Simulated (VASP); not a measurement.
# CoSi (Pm-3m) in VASP: further runs

Runs on CoSi. Level: PBE. Tasks: single point.

Everything below comes from runs of VASP 6.6.1. Logs are shortened: lines on timing, memory, paths and dates and some standing lists are left out, and cuts for length are marked.

### 1 The cell of the first run

Symmetry: Pm-3m, No. 221, cubic system. Conventional cell: a = 2.781 Å, b = 2.781 Å, c = 2.781 Å, α = 90.00°, β = 90.00°, γ = 90.00°. Co (site symmetry m-3m) has 8 Si at 2.41 Å and 6 Co at 2.78 Å within 3.2 Å. Si (site symmetry m-3m) has 8 Co at 2.41 Å and 6 Si at 2.78 Å within 3.2 Å.

### 2 Single point, PBE, collinear spin, ferromagnetic start

File INCAR:

```
SYSTEM = CoSi
ALGO = Normal ; EDIFF = 1E-6
ENCUT = 520 ; GGA = PE
ISIF = 2 ; ISMEAR = -1
ISPIN = 2 ; LASPH = .TRUE.
LCHARG = .FALSE. ; LMAXMIX = 4
LORBIT = 11 ; LREAL = .FALSE.
LWAVE = .FALSE. ; MAGMOM = 2 0
NBANDS = 18 ; NELM = 150
PREC = Accurate ; SIGMA = 0.05
```

File KPOINTS:

```
k-points
0
G
  13 13 13
  0 0 0
```

File POSCAR:

```
CoSi
1.0
    2.7813340000      0.0000000000      0.0000000000
    0.0000000000      2.7813340000      0.0000000000
    0.0000000000      0.0000000000      2.7813340000
Co Si
1 1
Direct
    0.0000000000      0.0000000000      0.0000000000
    0.5000000000      0.5000000000      0.5000000000
```

Potentials or basis: VASP PAW PBE potentials, release 64 (Co, Si).

On the command line:

```bash
cat potpaw_PBE.64/Co/POTCAR potpaw_PBE.64/Si/POTCAR > POTCAR
mpirun -np 1 vasp_std > vasp.out
```

OUTCAR:

```text
SYSTEM = CoSi
   EDIFF = 1E-6
   ENCUT = 520
   GGA = PE
   ISIF = 2
   ISMEAR = -1
   ISPIN = 2
   LASPH = .TRUE.
   LORBIT = 11
   LREAL = .FALSE.
   NELM = 150
   PREC = Accurate

 ion  position               nearest neighbor table
   1  0.000  0.000  0.000-   2 2.41   2 2.41   2 2.41   2 2.41   2 2.41   2 2.41   2 2.41   2 2.41

   2  0.500  0.500  0.500-   1 2.41   1 2.41   1 2.41   1 2.41   1 2.41   1 2.41   1 2.41   1 2.41

  LATTYP: Found a simple cubic cell.
 ALAT       =     2.7813340000

  Lattice vectors:

 A1 = (   2.7813340000,   0.0000000000,   0.0000000000)
 A2 = (   0.0000000000,   2.7813340000,   0.0000000000)
 A3 = (   0.0000000000,   0.0000000000,   2.7813340000)

Analysis of symmetry for initial positions (statically):
=====================================================================
 Subroutine PRICEL returns:
 Original cell was already a primitive cell.

 Routine SETGRP: Setting up the symmetry group for a
 simple cubic supercell.

 Subroutine GETGRP returns: Found 48 space group operations
 (whereof 48 operations were pure point group operations)
 out of a pool of 48 trial point group operations.

The static configuration has the point symmetry O_h .

Analysis of symmetry for dynamics (positions and initial velocities):
=====================================================================
 Subroutine PRICEL returns:
 Original cell was already a primitive cell.

 Routine SETGRP: Setting up the symmetry group for a
 simple cubic supercell.

 Subroutine GETGRP returns: Found 48 space group operations
 (whereof 48 operations were pure point group operations)
 out of a pool of 48 trial point group operations.

The dynamic configuration has the point symmetry O_h .

Analysis of structural, dynamic, and magnetic symmetry:
=====================================================================
 Subroutine PRICEL returns:
 Original cell was already a primitive cell.

 Routine SETGRP: Setting up the symmetry group for a
 simple cubic supercell.

 Subroutine GETGRP returns: Found 48 space group operations
 (whereof 48 operations were pure point group operations)
 out of a pool of 48 trial point group operations.

The overall configuration has the point symmetry O_h .

 Subroutine INISYM returns: Found 48 space group operations
 (whereof 48 operations are pure point group operations),
 and found     1 'primitive' translations

----------------------------------------------------------------------------------------

                                     Primitive cell

  volume of cell :      21.5159

  direct lattice vectors                    reciprocal lattice vectors
     2.781334000  0.000000000  0.000000000     0.359539703  0.000000000  0.000000000
     0.000000000  2.781334000  0.000000000     0.000000000  0.359539703  0.000000000
     0.000000000  0.000000000  2.781334000     0.000000000  0.000000000  0.359539703

  length of vectors
     2.781334000  2.781334000  2.781334000     0.359539703  0.359539703  0.359539703

  position of ions in fractional coordinates (direct lattice)
     0.000000000  0.000000000  0.000000000
     0.500000000  0.500000000  0.500000000

  ion indices of the primitive-cell ions
   primitive index   ion index
                 1           1
                 2           2

----------------------------------------------------------------------------------------

 KPOINTS: k-points

Automatic generation of k-mesh.
 Grid dimensions read from file:
 generate k-points for:   13   13   13

 Generating k-lattice:

  Cartesian coordinates                     Fractional coordinates (reciprocal lattice)
     0.027656900  0.000000000  0.000000000     0.076923077  0.000000000  0.000000000
     0.000000000  0.027656900  0.000000000     0.000000000  0.076923077  0.000000000
     0.000000000  0.000000000  0.027656900     0.000000000  0.000000000  0.076923077

  Length of vectors
     0.027656900  0.027656900  0.027656900

  Shift w.r.t. Gamma in fractional coordinates (k-lattice)
     0.000000000  0.000000000  0.000000000

 Subroutine IBZKPT returns following result:
 ===========================================

 Found     84 irreducible k-points:

 Following reciprocal coordinates:
            Coordinates               Weight
  0.000000  0.000000  0.000000      1.000000
  0.076923  0.000000  0.000000      6.000000
  0.153846  0.000000  0.000000      6.000000
  0.230769  0.000000  0.000000      6.000000
  0.307692  0.000000  0.000000      6.000000
  0.384615  0.000000  0.000000      6.000000
[... 16 lines left out ...]
  0.307692  0.307692  0.000000     12.000000
  0.384615  0.307692  0.000000     24.000000
 [... further k-points ...]
   k-points           NKPTS =     84   k-points in BZ     NKDIM =     84   number of bands    NBANDS=     18
   number of dos      NEDOS =    301   number of ions     NIONS =      2
   total plane-waves  NPLWV =  13824
   dimension x,y,z NGX =    24 NGY =   24 NGZ =   24
   dimension x,y,z NGXF=    48 NGYF=   48 NGZF=   48
   ions per type =               1   1
   NGX,Y,Z   is equivalent  to a cutoff of  14.35, 14.35, 14.35 a.u.
   NGXF,Y,Z  is equivalent  to a cutoff of  28.69, 28.69, 28.69 a.u.
 SYSTEM =  CoSi
   PREC   = accura    normal or accurate (medium, high low for compatibility)
   ISTART =      0    job   : 0-new  1-cont  2-samecut
   ICHARG =      2    charge: 1-file 2-atom 10-const
   ISPIN  =      2    spin polarized calculation?
   LNONCOLLINEAR =      F non collinear calculations
   LSORBIT =      F    spin-orbit coupling
   LASPH  =      T    aspherical Exc in radial PAW
   ENCUT  =  520.0 eV  38.22 Ry    6.18 a.u.   5.17  5.17  5.17*2*pi/ulx,y,z
   NELM   =    150;   NELMIN=  2; NELMDL= -5     # of ELM steps
   EDIFF  = 0.1E-05   stopping-criterion for ELM
   LREAL  =      F    real-space projection
   EDIFFG = 0.1E-04   stopping-criterion for IOM
   NSW    =      0    number of steps for IOM
   IBRION =     -1    ionic relax: 0-MD 1-quasi-New 2-CG
   NFREE  =      0    steps in history (QN), initial steepest desc. (CG)
   ISIF   =      2    stress and relaxation
   ISYM   =      2    0-nonsym 1-usesym 2-fastsym
   POTIM  = 0.5000    time-step for ionic-motion
   TEBEG  =    0.0;   TEEND  =   0.0 temperature during run
   PSTRESS=    0.0 pullay stress
   NELECT =      13.0000    total number of electrons
   NUPDOWN=      -1.0000    fix difference up-down
   EMIN   =  10.00;   EMAX   =-10.00  energy-range for DOS
   EFERMI =   0.00;   METHOD = LEGACY
   ISMEAR =    -1;   SIGMA  =   0.05  broadening in eV -4-tet -1-fermi 0-gaus
   EFERMI_NEDOS =   21; number of points for ismear=-14 and -15
   IALGO  =     38    algorithm
   IMIX   =      4    mixing-type and parameters
     AMIX     =   0.40;   BMIX     =  1.00
     AMIX_MAG =   1.60;   BMIX_MAG =  1.00
  volume/ion in A,a.u.               =      10.76        72.60
  Fermi-wavevector in a.u.,A,eV,Ry     =   1.384000  2.615381 26.061367  1.915456
  Thomas-Fermi vector in A             =   2.508545
   LORBIT       =     11    0 simple, 1 ext, 2 COOP (PROOUT), +10 PAW based schemes
   GGA     = PE    functional components
   LHFCALC =     F    Hartree Fock is set to
   AEXX    =    0.0000 exact exchange contribution
   IVDW    =     0    specifies the selected vdW correction
   LEPSILON=     F    determine dielectric tensor
   LRPA    =     F    only Hartree local field effects (RPA)
 spin polarized calculation
  energy-cutoff  :      520.00
  volume of cell :       21.52
 maximum number of plane-waves:       591
 NGX is ok and might be reduce to    24
   NGX = 11   NGY = 11   NGZ = 11

 number of electron      13.0000003 magnetization       0.5917111

 Free energy of the ion-electron system (eV)
  ---------------------------------------------------
  ext. energy  EPLUGINS =         0.00000000
  ---------------------------------------------------
  free energy    TOTEN  =       -13.28887483 eV

  energy without entropy =      -13.27306572  energy(sigma->0) =      -13.28097028

 E-fermi :  12.8702     XC(G=0): -12.9431

 val. band max:       12.8455819508   @ k =   0.4615   0.3077   0.0769
 cond. band min:      12.8809892194   @ k =   0.4615   0.2308   0.0000
 fundamental gap:      0.0354072686
 Fermi energy:        12.8701526377

 spin component 1

 k-point     1 :       0.0000    0.0000    0.0000
  band No.  band energies     occupation
      1      -1.4136      1.00000
      2       8.6739      1.00000
      3       8.6739      1.00000
      4      11.2440      1.00000
      5      11.2440      1.00000
      6      11.2440      1.00000
[... 10 lines left out ...]
     17      36.2609      0.00000
     18      36.2609      0.00000
[... 463 lines left out ...]
 k-point    24 :       0.3846    0.3077    0.0000
  band No.  band energies     occupation
      1       2.7301      1.00000
      2       6.7035      1.00000
      3       8.2554      1.00000
      4       9.7217      1.00000
      5      10.3931      1.00000
      6      10.6970      1.00000
[... 10 lines left out ...]
     17      35.9592      0.00000
     18      37.9511      0.00000

 [... further k-points ...]

 spin component 2

 k-point     1 :       0.0000    0.0000    0.0000
  band No.  band energies     occupation
      1      -1.3952      1.00000
      2       9.3081      1.00000
      3       9.3081      1.00000
      4      11.6321      1.00000
      5      11.6321      1.00000
      6      11.6321      1.00000
[... 10 lines left out ...]
     17      36.2358      0.00000
     18      36.2358      0.00000
[... 463 lines left out ...]
 k-point    24 :       0.3846    0.3077    0.0000
  band No.  band energies     occupation
      1       2.7582      1.00000
      2       6.8219      1.00000
      3       8.4217      1.00000
      4      10.3298      1.00000
      5      10.7323      1.00000
      6      11.0570      1.00000
[... 10 lines left out ...]
     17      36.0954      0.00000
     18      38.0417      0.00000

 [... further k-points ...]
[... 5 lines left out ...]
  --------------------------------------------------------------------------------------
  -------------------------------------------------------------------------------------
  Total        0.1104906      0.1104906      0.1104906     -0.0000000     -0.0000000      0.0000000
  in kB        8.2276662      8.2276662      8.2276662     -0.0000000     -0.0000000      0.0000000
  external PRESSURE =       8.2276662 kB  Pullay stress =       0.0000000 kB

 VOLUME and BASIS-vectors are now :
 -----------------------------------------------------------------------------
  energy-cutoff  :      520.00
  volume of cell :       21.52
      direct lattice vectors                 reciprocal lattice vectors
     2.781334000  0.000000000  0.000000000     0.359539703  0.000000000  0.000000000
     0.000000000  2.781334000  0.000000000     0.000000000  0.359539703  0.000000000
     0.000000000  0.000000000  2.781334000     0.000000000  0.000000000  0.359539703

 POSITION                                       TOTAL-FORCE (eV/Angst)
 -----------------------------------------------------------------------------------
      0.00000      0.00000      0.00000         0.000000      0.000000      0.000000
      1.39067      1.39067      1.39067         0.000000      0.000000      0.000000
 -----------------------------------------------------------------------------------
    total drift:                               -0.000000      0.000000      0.000000

  FREE ENERGIE OF THE ION-ELECTRON SYSTEM (eV)
  ---------------------------------------------------
  free  energy   TOTEN  =       -13.2888748333 eV

  energy  without entropy=      -13.2730657217  energy(sigma->0) =      -13.28097028

 total charge

# of ion       s       p       d       tot
------------------------------------------
    1        0.439   0.592   7.574   8.605
    2        0.711   0.863   0.000   1.575
--------------------------------------------------
tot          1.150   1.455   7.574  10.179

 magnetization (x)

# of ion       s       p       d       tot
------------------------------------------
    1        0.008   0.002   0.577   0.587
    2        0.004   0.012   0.000   0.017
--------------------------------------------------
tot          0.012   0.015   0.577   0.603
```

Run time: 42 s. Hardware: 1 thread of AMD EPYC 7R13 (Zen 3), shared host; peak memory 0.15 GiB.

Results:

| Quantity | Value |
| --- | --- |
| Free energy | -13.2889 eV |
| Pressure | 0.8 GPa |
| Net moment | 0.59 μB per cell |
| Site moments | Co +0.59; Si +0.02 μB |
| Valence electrons inside the program's atomic spheres | Co 8.61; Si 1.57 |

Levels at points of the mesh, in eV from the Fermi level:
Spin up:
```tsv
k point	band 5	band 6	band 7	band 8	band 9	band 10
(0.00, 0.00, 0.00)	-1.63	-1.63	2.96	2.96	2.96	7.38
```
Spin down:
| k point | band 2 | band 3 | band 4 | band 5 | band 6 | band 7 | band 8 | band 9 | band 10 | band 11 |
| --- | --- | --- | --- | --- | --- | --- | --- | --- | --- | --- |
| (0.00, 0.00, 0.00) | -3.56 | -3.56 | -1.24 | -1.24 | -1.24 | 2.98 | 2.98 | 2.98 | 7.67 | 7.67 |

### 3 Single point, PBE, collinear spin, ferromagnetic start

File INCAR:

```
  ALGO = Normal
  EDIFF = 1E-7
  ENCUT = 520
  GGA = PE
  ISIF = 2
  ISMEAR = -1
  ISPIN = 2
  LASPH = T
  LCHARG = F
  LMAXMIX = 4
  LORBIT = 11
  LREAL = F
  LWAVE = F
  MAGMOM = 0.6 0
  NBANDS = 18
  NELM = 150
  PREC = Accurate
  SIGMA = 0.05
```

File KPOINTS:

```
k-points
0
Gamma
  13 13 13
```

POSCAR is that of step 2.

Potentials or basis: VASP PAW PBE potentials, release 64 (Co, Si).

On the command line:

```bash
cat potpaw_PBE.64/Co/POTCAR potpaw_PBE.64/Si/POTCAR > POTCAR
mpirun -np 1 vasp_std > vasp.out
```

Wall time 52 s (1 thread of AMD EPYC 7R13 (Zen 3), shared host); peak memory 0.15 GiB.

It converged, with:

```
Free energy                                           : -13.2889 eV
Pressure                                              : 0.7 GPa
Net moment                                            : 0.59 μB per cell
Site moments                                          : Co +0.59; Si +0.02 μB
Valence electrons inside the program's atomic spheres : Co 8.60; Si 1.57
```

Levels at points of the mesh, in eV from the Fermi level:
Spin up:
```csv
k point,band 5,band 6,band 7,band 8,band 9,band 10
"(0.00, 0.00, 0.00)",-1.63,-1.63,2.95,2.95,2.95,7.38
```
Spin down:
| k point | band 4 | band 5 | band 6 | band 7 | band 8 | band 9 |
| --- | --- | --- | --- | --- | --- | --- |
| (0.00, 0.00, 0.00) | -1.24 | -1.24 | -1.24 | 2.98 | 2.98 | 2.98 |
